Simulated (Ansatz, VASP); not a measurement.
## MnO in VASP and in Ansatz

INCAR

```
PREC = Accurate
ENCUT = 600
EDIFF = 1E-6
ISMEAR = 0
SIGMA = 0.1
LREAL = F
LASPH = T
NELM = 200
ALGO = Normal
ISIF = 2
LWAVE = F
LCHARG = T
ISPIN = 2
MAGMOM = 4.42 0.24
LORBIT = 11
LMAXMIX = 4
GGA = PE
IVDW = 12
LELF = T
LVHAR = T
NBANDS = 20
GGA_COMPAT = F
```

The input KPOINTS:

```
regular mesh
0
Gamma
  4 4 4
```

The input POSCAR:

```
MnO
1.0
    0.0000000000      2.2239077028      2.2239077028
    2.2239077028      0.0000000000      2.2239077028
    2.2239077028      2.2239077028      0.0000000000
Mn O
1 1
Direct
    0.0000000000      0.0000000000      0.0000000000
    0.5000000000      0.5000000000      0.5000000000
```

Input for Ansatz:

```yaml
crystal:
  lattice:
    - [0.0, 2.2239077028, 2.2239077028]
    - [2.2239077028, 0.0, 2.2239077028]
    - [2.2239077028, 2.2239077028, 0.0]
  atoms:
    - { symbol: Mn, position: [0.0, 0.0, 0.0], spin: 4.42 }
    - { symbol: O, position: [0.5, 0.5, 0.5], spin: 0.24 }
basis: {}
kpoints:
  mp_grid: { grid: [4, 4, 4] }
hamiltonian:
  xc: pbe
  dispersion: d3bj
scf:
  occupations: { method: gaussian, width: 0.1 }
  lower_state_search: "off"
  max_iter: 77
output:
  forces: true
  stress: true
  eigenvalues: true
  populations: true
magnetization:
  spin_polarized: true
```

Alike in both runs: task single point; functional PBE; dispersion D3(BJ); k mesh 4 × 4 × 4; occupations gaussian, width 0.1 eV; collinear spin.

|  | VASP | Ansatz |
| --- | --- | --- |
| version | VASP 6.6.1 | Ansatz 0.2.0 |
| potentials or method | VASP PAW PBE potentials, release 64 (Mn_pv, O) | scalar-relativistic, plane waves, PAW |
| plane-wave cutoff (eV) | 600 | 420 |
| valence electrons in the cell | 19 | 21 |

|  | VASP | Ansatz | Ansatz less VASP |
| --- | --- | --- | --- |
| gap on the k mesh at the Fermi level (eV) | none | none | - |
| net moment per atom (μB) | 2.36 | 2.36 | 0.000 |
| size of the moment on the site where the two differ most (μB) | 4.29 | 4.01 | -0.281 |

Site moments also hang on the region over which each program counts them. A gap of «none» marks a metal or a gap that the smearing closes. VASP's potentials hold 19 valence electrons a cell and Ansatz's 21, so a difference there can come from the potentials and not from the codes. Ansatz's warnings: dispersion switch in reach.

The k mesh is coarse, so the values compare programs but aren't converged.
